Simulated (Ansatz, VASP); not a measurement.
One calculation of Si2Mo, two programs

POSCAR

```
Si2Mo
1.0
    3.5516979200      0.0000000000      0.0000000000
   -1.7758494600      3.0758612800      0.0000000000
    0.0000000000      0.0000000000      3.9362771000
Mo Si
1 2
Direct
    0.0000000000      0.0000000000      0.0000000000
    0.3333000000      0.6667000000      0.5000000000
    0.6666000000      0.3333000000      0.5000000000
```

File INCAR.step1:

```
SYSTEM = Si2Mo
  PREC = Accurate
  ENCUT = 520
  ISMEAR = -1
  SIGMA = 0.1
  LREAL = .FALSE.
  LASPH = .TRUE.
  NELM = 80
  NBANDS = 18
  GGA = PE
  ALGO = Normal
  EDIFF = 1E-4
  LWAVE = .TRUE.
  LCHARG = .FALSE.
```

INCAR.step2

```
SYSTEM = Si2Mo
  PREC = Accurate
  ENCUT = 520
  EDIFF = 1E-6
  ISMEAR = -1
  SIGMA = 0.1
  LREAL = .FALSE.
  LASPH = .TRUE.
  NELM = 80
  ALGO = Normal
  ISIF = 2
  LWAVE = .FALSE.
  LCHARG = .FALSE.
  METAGGA = R2SCAN
  LMIXTAU = .TRUE.
  NBANDS = 18
  ISTART = 1
```

Contents of KPOINTS:

```
regular mesh
0
G
  11 11 9
  0 0 0
```

Input for Ansatz:

```yaml
crystal:
  lattice:
    - [3.55169792, 0.0, 0.0]
    - [-1.77584946, 3.07586128, 0.0]
    - [0.0, 0.0, 3.9362771]
  atoms:
    - { symbol: Mo, position: [0.0, 0.0, 0.0] }
    - { symbol: Si, position: [0.3333, 0.6667, 0.5] }
    - { symbol: Si, position: [0.6666, 0.3333, 0.5] }
  symmetry: { tolerance: 0.0003 }
kpoints:
  mp_grid: { grid: [11, 11, 9], shift: [0, 0, 0] }
  band_path:
    path:
      - [0.0, 0.0, 0.0]
      - [0.49999996, 5.0e-08, 0.0]
      - [0.33333331, 0.33333341, 0.0]
      - [0.0, 0.0, 0.0]
      - [0.0, 0.0, 0.5]
      - [0.49999996, 5.0e-08, 0.5]
      - [0.33333331, 0.33333341, 0.5]
      - [0.0, 0.0, 0.5]
      - [0.49999996, 5.0e-08, 0.5]
      - [0.49999996, 5.0e-08, 0.0]
      - [0.33333331, 0.33333341, 0.5]
    npoints: 14
magnetization:
  spin_polarized: false
scf:
  occupations: { method: fermi_dirac }
  lower_state_search: "off"
  max_iter: 200
hamiltonian:
  pseudopotentials: { kind: paw }
  xc: r2scan
basis:
  ecutwfc: 500
  fft_grid_basis: typed
output:
  forces: true
  stress: true
  eigenvalues: true
  bader: true
  populations: true
  elf: true
  write_potential: true
  volumetric_format: npy
  dos:
    e_range: [-12, 8]
    de: 0.05
    projected: { site_lists: { Mo: [Mo], Si: [Si] } }
  write_density: true
checkpoint:
  read: saved_state
```

Alike in both runs: task single point; functional r2SCAN; k mesh 11 × 11 × 9; no spin polarisation.

|  | VASP | Ansatz |
| --- | --- | --- |
| version | VASP 6.6.1 | Ansatz 0.2.0 |
| potentials or method | VASP PAW PBE potentials, release 64 (Mo_sv, Si), cutoff 520 eV | PAW plane waves |
| occupations | fermi-dirac, width 0.1 eV | fermi-dirac |
| valence electrons in the cell | 22 | 22 |

```tsv
	VASP	Ansatz	Ansatz less VASP
pressure (GPa)	19.8	19.8	+0.02
traceless stress, the component that is largest in VASP (GPa)	-34.14	-34.58	-0.444
rms of the force components (eV/Å)	0.003	0.000	-0.0031
```

VASP's potentials were made for PBE, not for r2SCAN. Atom by atom the forces differ by 0.003 eV/Å (rms over components). Ansatz's warnings: structure snapped to symmetry.
